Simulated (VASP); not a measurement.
A run of VASP 6.6.1 is set up as follows.

INCAR

```
PREC = Accurate ; ENCUT = 520
EDIFF = 1E-6 ; ISMEAR = 0
SIGMA = 0.03 ; LREAL = False
LASPH = True ; NELM = 60
ALGO = Normal ; ISIF = 2
LWAVE = False ; LCHARG = False
GGA = CA ; NBANDS = 28
```

The input KPOINTS:

```
regular mesh
0
Gamma
  6 6 6
```

File POSCAR:

```
Sr3SbP
1.0
    5.7400000000      0.0000000000      0.0000000000
    0.0000000000      6.0844000000      0.0000000000
    0.0000000000      0.0000000000      5.7400000000
Sr Sb P
3 1 1
Direct
    0.0000000000      0.5000000000      0.5000000000
    0.5000000000      0.0000000000      0.5000000000
    0.5000000000      0.5000000000      0.0000000000
    0.0000000000      0.0000000000      0.0000000000
    0.5000000000      0.5000000000      0.5000000000
```

Potentials or basis: VASP PAW LDA potentials, release 64 (Sr_sv, Sb, P).

The run is started by

```bash
$ cat potpaw_LDA.64/Sr_sv/POTCAR potpaw_LDA.64/Sb/POTCAR potpaw_LDA.64/P/POTCAR > POTCAR
$ mpirun -np 1 vasp_std > vasp.out
```

(1) Predict the pressure.

(2) Estimate the band gap on the k mesh.

Answers

(1) -3.5 GPa.

(2) zero (filled and empty bands touch).

Caveat: the cell differs from its parent crystal (strain +0.0600 x Voigt [0, 1, 0, 0, 0, 0]); spin-orbit coupling is left out, which moves the levels of the heavy elements.
